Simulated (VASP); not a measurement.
# P (P4/mmm) in VASP: further runs

Runs on P. Level: PBEsol+D3(BJ). Tasks: single point.

Everything below comes from runs of VASP 6.6.1. Logs are shortened: lines on timing, memory, paths and dates and some standing lists are left out, and cuts for length are marked.

## Step 1: The cell of the first run

The structure is tetragonal, space group P4/mmm (No. 123). Conventional cell: a = 2.088 Å, b = 2.088 Å, c = 3.133 Å, α = 90.00°, β = 90.00°, γ = 90.00°. P (site symmetry 4/mmm) has 4 P at 2.09 Å within 2.8 Å.

## Step 2: Single point, PBEsol+D3(BJ)

INCAR

```
SYSTEM = P
PREC     = Accurate       ! precision mode
ENCUT    = 520            ! plane-wave cutoff, eV
EDIFF    = 1E-6           ! SCF threshold, eV
ISMEAR   = 0              ! smearing method
SIGMA    = 0.15           ! smearing width, eV
LREAL    = .FALSE.        ! projectors in reciprocal space
LASPH    = .TRUE.         ! aspherical terms in the spheres
NELM     = 80             ! most SCF steps
ALGO     = Normal         ! electronic algorithm
ISIF     = 2              ! what is computed and relaxed
LWAVE    = .FALSE.        ! write WAVECAR
LCHARG   = .TRUE.         ! write CHGCAR
GGA      = PS             ! functional
IVDW     = 12             ! dispersion correction
LELF     = .TRUE.         ! ELF
LVHAR    = .TRUE.       
NBANDS   = 8              ! bands
```

KPOINTS

```
regular mesh
0
G
  28 28 28
  0 0 0
```

POSCAR

```
P
1.0
    2.0882773533      0.0000000000      0.0000000000
    0.0000000000      2.0882773533      0.0000000000
    0.0000000000      0.0000000000      3.1326356356
P
1
Direct
    0.0000000000      0.0000000000      0.0000000000
```

Potentials or basis: VASP PAW PBE potentials, release 64 (P).

On the command line:

```console
$ cat potpaw_PBE.64/P/POTCAR > POTCAR
$ mpirun -np 1 vasp_std > vasp.out
```

OUTCAR:

```text
SYSTEM = P
   PREC = Accurate
   ENCUT = 520
   EDIFF = 1E-6
   ISMEAR = 0
   LREAL = .FALSE.
   LASPH = .TRUE.
   NELM = 80
   ISIF = 2
   GGA = PS
   IVDW = 12
 IVDW          = 12

 ion  position               nearest neighbor table
   1  0.000  0.000  0.000-

  LATTYP: Found a simple tetragonal cell.
 ALAT       =     2.0882773533
 C/A-ratio  =     1.5001051612

  Lattice vectors:

 A1 = (   2.0882773533,   0.0000000000,   0.0000000000)
 A2 = (   0.0000000000,   2.0882773533,   0.0000000000)
 A3 = (   0.0000000000,   0.0000000000,   3.1326356356)

Analysis of symmetry for initial positions (statically):
=====================================================================
 Subroutine PRICEL returns:
 Original cell was already a primitive cell.

 Routine SETGRP: Setting up the symmetry group for a
 simple tetragonal supercell.

 Subroutine GETGRP returns: Found 16 space group operations
 (whereof 16 operations were pure point group operations)
 out of a pool of 16 trial point group operations.

The static configuration has the point symmetry D_4h.

Analysis of symmetry for dynamics (positions and initial velocities):
=====================================================================
 Subroutine PRICEL returns:
 Original cell was already a primitive cell.

 Routine SETGRP: Setting up the symmetry group for a
 simple tetragonal supercell.

 Subroutine GETGRP returns: Found 16 space group operations
 (whereof 16 operations were pure point group operations)
 out of a pool of 16 trial point group operations.

The dynamic configuration has the point symmetry D_4h.

 Subroutine INISYM returns: Found 16 space group operations
 (whereof 16 operations are pure point group operations),
 and found     1 'primitive' translations

----------------------------------------------------------------------------------------

                                     Primitive cell

  volume of cell :      13.6611

  direct lattice vectors                    reciprocal lattice vectors
     2.088277353  0.000000000  0.000000000     0.478863595  0.000000000  0.000000000
     0.000000000  2.088277353  0.000000000     0.000000000  0.478863595  0.000000000
     0.000000000  0.000000000  3.132635636     0.000000000  0.000000000  0.319220017

  length of vectors
     2.088277353  2.088277353  3.132635636     0.478863595  0.478863595  0.319220017

  position of ions in fractional coordinates (direct lattice)
     0.000000000  0.000000000  0.000000000

  ion indices of the primitive-cell ions
   primitive index   ion index
                 1           1

----------------------------------------------------------------------------------------

 KPOINTS: regular mesh

Automatic generation of k-mesh.
 Grid dimensions read from file:
 generate k-points for:   28   28   28

 Generating k-lattice:

  Cartesian coordinates                     Fractional coordinates (reciprocal lattice)
     0.017102271  0.000000000  0.000000000     0.035714286  0.000000000  0.000000000
     0.000000000  0.017102271  0.000000000     0.000000000  0.035714286  0.000000000
     0.000000000  0.000000000  0.011400715     0.000000000  0.000000000  0.035714286

  Length of vectors
     0.017102271  0.017102271  0.011400715

  Shift w.r.t. Gamma in fractional coordinates (k-lattice)
     0.000000000  0.000000000  0.000000000

 Subroutine IBZKPT returns following result:
 ===========================================

 Found   1800 irreducible k-points:

 Following reciprocal coordinates:
            Coordinates               Weight
  0.000000  0.000000  0.000000      1.000000
  0.035714  0.000000  0.000000      4.000000
  0.071429  0.000000  0.000000      4.000000
  0.107143  0.000000  0.000000      4.000000
  0.142857  0.000000  0.000000      4.000000
  0.178571  0.000000  0.000000      4.000000
[... 16 lines left out ...]
  0.285714  0.035714  0.000000      8.000000
  0.321429  0.035714  0.000000      8.000000
 [... further k-points ...]
   k-points           NKPTS =   1800   k-points in BZ     NKDIM =   1800   number of bands    NBANDS=      8
   number of dos      NEDOS =    301   number of ions     NIONS =      1
   total plane-waves  NPLWV =   6144
   dimension x,y,z NGX =    16 NGY =   16 NGZ =   24
   dimension x,y,z NGXF=    32 NGYF=   32 NGZF=   48
   ions per type =               1
   NGX,Y,Z   is equivalent  to a cutoff of  12.74, 12.74, 12.74 a.u.
   NGXF,Y,Z  is equivalent  to a cutoff of  25.47, 25.47, 25.47 a.u.
 SYSTEM =  P
   PREC   = accura    normal or accurate (medium, high low for compatibility)
   ISTART =      0    job   : 0-new  1-cont  2-samecut
   ICHARG =      2    charge: 1-file 2-atom 10-const
   ISPIN  =      1    spin polarized calculation?
   LNONCOLLINEAR =      F non collinear calculations
   LSORBIT =      F    spin-orbit coupling
   LASPH  =      T    aspherical Exc in radial PAW
   ENCUT  =  520.0 eV  38.22 Ry    6.18 a.u.   3.88  3.88  5.82*2*pi/ulx,y,z
   NELM   =     80;   NELMIN=  2; NELMDL= -5     # of ELM steps
   EDIFF  = 0.1E-05   stopping-criterion for ELM
   LREAL  =      F    real-space projection
   EDIFFG = 0.1E-04   stopping-criterion for IOM
   NSW    =      0    number of steps for IOM
   IBRION =     -1    ionic relax: 0-MD 1-quasi-New 2-CG
   NFREE  =      0    steps in history (QN), initial steepest desc. (CG)
   ISIF   =      2    stress and relaxation
   ISYM   =      2    0-nonsym 1-usesym 2-fastsym
   POTIM  = 0.5000    time-step for ionic-motion
   TEBEG  =    0.0;   TEEND  =   0.0 temperature during run
   PSTRESS=    0.0 pullay stress
   NELECT =       5.0000    total number of electrons
   NUPDOWN=      -1.0000    fix difference up-down
   EMIN   =  10.00;   EMAX   =-10.00  energy-range for DOS
   EFERMI =   0.00;   METHOD = LEGACY
   ISMEAR =     0;   SIGMA  =   0.15  broadening in eV -4-tet -1-fermi 0-gaus
   EFERMI_NEDOS =   21; number of points for ismear=-14 and -15
   IALGO  =     38    algorithm
   IMIX   =      4    mixing-type and parameters
     AMIX     =   0.40;   BMIX     =  1.00
     AMIX_MAG =   1.60;   BMIX_MAG =  1.00
  volume/ion in A,a.u.               =      13.66        92.19
  Fermi-wavevector in a.u.,A,eV,Ry     =   1.171034  2.212933 18.657942  1.371320
  Thomas-Fermi vector in A             =   2.307484
   LORBIT       =      0    0 simple, 1 ext, 2 COOP (PROOUT), +10 PAW based schemes
   GGA     = PS    functional components
   LHFCALC =     F    Hartree Fock is set to
   AEXX    =    0.0000 exact exchange contribution
   IVDW    =    12    specifies the selected vdW correction
   LEPSILON=     F    determine dielectric tensor
   LRPA    =     F    only Hartree local field effects (RPA)
 non-spin polarized calculation
 Gauss-broadening in eV      SIGMA  =   0.15
  energy-cutoff  :      520.00
  volume of cell :       13.66
 maximum number of plane-waves:       390
 NGX is ok and might be reduce to    16

 number of electron       5.0000002 magnetization

 Free energy of the ion-electron system (eV)
  ---------------------------------------------------
  ext. energy  EPLUGINS =         0.00000000
  ---------------------------------------------------
  free energy    TOTEN  =        -4.99945285 eV

  energy without entropy =       -4.99648304  energy(sigma->0) =       -4.99796795

 E-fermi :  10.2429     XC(G=0): -11.4281

 val. band max:       10.2415124937   @ k =   0.5000   0.2500   0.3571
 cond. band min:      10.2492439830   @ k =   0.5000   0.1429   0.2500
 fundamental gap:      0.0077314894
 Fermi energy:        10.2429216667

 k-point     1 :       0.0000    0.0000    0.0000
  band No.  band energies     occupation
      1      -8.0968      2.00000
      2       6.5935      2.00000
      3      11.9210      0.00000
      4      18.8643      0.00000
      5      21.6529      0.00000
      6      21.6529      0.00000
      7      30.0031      0.00000
      8      35.0013      0.00000

 k-point     2 :       0.0357    0.0000    0.0000
  band No.  band energies     occupation
      1      -8.0555      2.00000
      2       6.6311      2.00000
      3      11.9553      0.00000
      4      18.2368      0.00000
      5      21.6857      0.00000
      6      22.1376      0.00000
      7      30.2088      0.00000
      8      34.3774      0.00000

 k-point     3 :       0.0714    0.0000    0.0000
  band No.  band energies     occupation
      1      -7.9314      2.00000
      2       6.7441      2.00000
      3      12.0536      0.00000
      4      16.9671      0.00000
      5      21.7843      0.00000
      6      22.9917      0.00000
      7      30.8081      0.00000
      8      32.9556      0.00000

 k-point     4 :       0.1071    0.0000    0.0000
  band No.  band energies     occupation
      1      -7.7248      2.00000
      2       6.9322      2.00000
      3      12.1916      0.00000
      4      15.5446      0.00000
      5      21.9486      0.00000
      6      23.7830      0.00000
      7      31.2564      0.00000
      8      31.7303      0.00000

 k-point     5 :       0.1429    0.0000    0.0000
  band No.  band energies     occupation
      1      -7.4360      2.00000
      2       7.1948      2.00000
      3      12.2513      0.00000
      4      14.2186      0.00000
      5      22.1785      0.00000
      6      24.4408      0.00000
      7      29.4917      0.00000
      8      32.8029      0.00000

 k-point     6 :       0.1786    0.0000    0.0000
  band No.  band energies     occupation
      1      -7.0656      2.00000
      2       7.5314      2.00000
      3      11.6943      0.00000
      4      13.5775      0.00000
      5      22.4740      0.00000
      6      24.9771      0.00000
      7      27.7407      0.00000
      8      33.6044      0.00000

 k-point     7 :       0.2143    0.0000    0.0000
  band No.  band energies     occupation
      1      -6.6141      2.00000
      2       7.9407      2.00000
      3      10.4100      0.11529
      4      13.7573      0.00000
      5      22.8348      0.00000
      6      25.3975      0.00000
      7      26.0380      0.00000
      8      33.4632      0.00000
[... 133 lines left out ...]
 k-point    20 :       0.1786    0.0357    0.0000
  band No.  band energies     occupation
      1      -7.0244      2.00000
      2       7.5689      2.00000
      3      11.7236      0.00000
      4      13.5698      0.00000
      5      21.6383      0.00000
      6      25.8819      0.00000
      7      27.7760      0.00000
      8      33.6308      0.00000

 k-point    21 :       0.2143    0.0357    0.0000
  band No.  band energies     occupation
      1      -6.5731      2.00000
      2       7.9782      2.00000
      3      10.4353      0.06976
      4      13.7674      0.00000
      5      21.9832      0.00000
      6      26.0737      0.00000
      7      26.3008      0.00000
      8      33.5033      0.00000

 k-point    22 :       0.2500    0.0357    0.0000
  band No.  band energies     occupation
      1      -6.0414      2.00000
      2       8.4583      2.00000
      3       8.9929      2.00000
      4      14.2206      0.00000
      5      22.3909      0.00000
      6      24.4376      0.00000
      7      26.5461      0.00000
      8      32.7378      0.00000

 k-point    23 :       0.2857    0.0357    0.0000
  band No.  band energies     occupation
      1      -5.4303      2.00000
      2       7.5448      2.00000
      3       9.0061      2.00000
      4      14.7920      0.00000
      5      22.8471      0.00000
      6      22.8793      0.00000
      7      26.5209      0.00000
      8      32.0473      0.00000

 k-point    24 :       0.3214    0.0357    0.0000
  band No.  band energies     occupation
      1      -4.7409      2.00000
      2       6.1272      2.00000
      3       9.6161      2.00000
      4      15.4495      0.00000
      5      21.4094      0.00000
      6      23.3159      0.00000
      7      26.1583      0.00000
      8      31.7494      0.00000

 [... further k-points ...]

------------------------ aborting loop because EDIFF is reached ----------------------------------------

 Edisp (eV)   -0.41870

 E8    (eV) :    -0.2493

  FORCE on cell =-STRESS in cart. coord.  units (eV):
  Direction    XX          YY          ZZ          XY          YZ          ZX
  --------------------------------------------------------------------------------------
  -------------------------------------------------------------------------------------
  Total       4.46418     4.46418    -0.30811     0.00000     0.00000    -0.00000
  in kB     523.55918   523.55918   -36.13492     0.00000     0.00000    -0.00000
  external pressure =      336.99 kB  Pullay stress =        0.00 kB

 VOLUME and BASIS-vectors are now :
 -----------------------------------------------------------------------------
  energy-cutoff  :      520.00
  volume of cell :       13.66
      direct lattice vectors                 reciprocal lattice vectors
     2.088277353  0.000000000  0.000000000     0.478863595  0.000000000  0.000000000
     0.000000000  2.088277353  0.000000000     0.000000000  0.478863595  0.000000000
     0.000000000  0.000000000  3.132635636     0.000000000  0.000000000  0.319220017

 POSITION                                       TOTAL-FORCE (eV/Angst)
 -----------------------------------------------------------------------------------
      0.00000      0.00000      0.00000         0.000000      0.000000      0.000000
 -----------------------------------------------------------------------------------
    total drift:                                0.000000     -0.000000      0.000000

  FREE ENERGIE OF THE ION-ELECTRON SYSTEM (eV)
  ---------------------------------------------------
  free  energy   TOTEN  =        -5.4181478806 eV

  energy  without entropy=       -5.4151780693  energy(sigma->0) =       -5.41666297
```

Wall time 37 s (1 thread of Intel Xeon 6975P-C (Granite Rapids), shared host); peak memory 0.26 GiB.

Results:

```
Free energy                : -5.4181 eV
Pressure                   : 33.7 GPa
Dispersion energy per atom : -0.419 eV
```

Caveat: the PAW data sets were made with another functional, which shifts forces and pressure a little; pairwise dispersion overbinds metals, which lowers pressure and volume.

## Step 3: Single point, PBEsol+D3(BJ)

This run uses another cell than the first one, of the same volume but with other edges.

INCAR

```
PREC     = Accurate       # precision mode
ENCUT    = 520            # plane-wave cutoff, eV
EDIFF    = 1E-7           # SCF threshold, eV
ISMEAR   = 0              # smearing method
SIGMA    = 0.15           # smearing width, eV
LREAL    = False          # projectors in reciprocal space
LASPH    = True           # aspherical terms in the spheres
NELM     = 60             # most SCF steps
ALGO     = Normal         # electronic algorithm
ISIF     = 2              # what is computed and relaxed
LWAVE    = False          # write WAVECAR
LCHARG   = True           # write CHGCAR
GGA      = PS             # functional
IVDW     = 12             # dispersion correction
LELF     = True           # ELF
LVHAR    = True         
NBANDS   = 8              # bands
```

KPOINTS

```
Automatic mesh
0
Gamma
  28 28 28
```

POSCAR

```
P
1.0
    2.6833590868      0.0000000000      0.0000000000
    0.0000000000      2.6833590868      0.0000000000
    0.0000000000      0.0000000000      1.8972678777
P
1
Direct
    0.0000000000      0.0000000000      0.0000000000
```

Potentials or basis: VASP PAW PBE potentials, release 64 (P).

On the command line:

```console
$ cat potpaw_PBE.64/P/POTCAR > POTCAR
$ mpirun -np 1 vasp_std > vasp.out
```

Run time: 1.9 min. Hardware: 1 thread of AMD EPYC 7R43 (Zen 3), shared host; peak memory 0.23 GiB.

The run converged. Its results:

```yaml
Free_energy: -4.8105 eV
Pressure: 41.7 GPa
Dispersion_energy_per_atom: -0.416 eV
```

Stress tensor (GPa, compression positive):
```
-12.46   0.00   0.00
  0.00 -12.46   0.00
  0.00   0.00 150.05
```

Levels at points of the mesh, in eV from the Fermi level:
```tsv
k point	band 1	band 2	band 3	band 4	band 5	band 6	band 7	band 8
(0.00, 0.00, 0.00)	-17.74	0.34	0.34	4.42	4.49	18.40	19.08	19.79
(0.50, 0.00, 0.00)	-15.18	-9.33	2.04	6.62	10.61	13.66	18.88	20.64
(0.50, 0.50, 0.00)	-12.65	-7.03	-7.03	0.10	17.67	22.07	23.32	28.47
(0.00, 0.00, 0.50)	-9.43	-7.00	8.37	8.37	9.98	9.98	11.94	13.99
(0.50, 0.00, 0.50)	-7.81	-3.61	-0.81	1.63	9.93	11.24	17.89	18.53
(0.50, 0.50, 0.50)	-6.37	0.51	1.26	1.26	3.72	3.72	8.75	12.42
```

Caveat: the PAW data sets were made with another functional, which shifts forces and pressure a little; pairwise dispersion overbinds metals, which lowers pressure and volume.
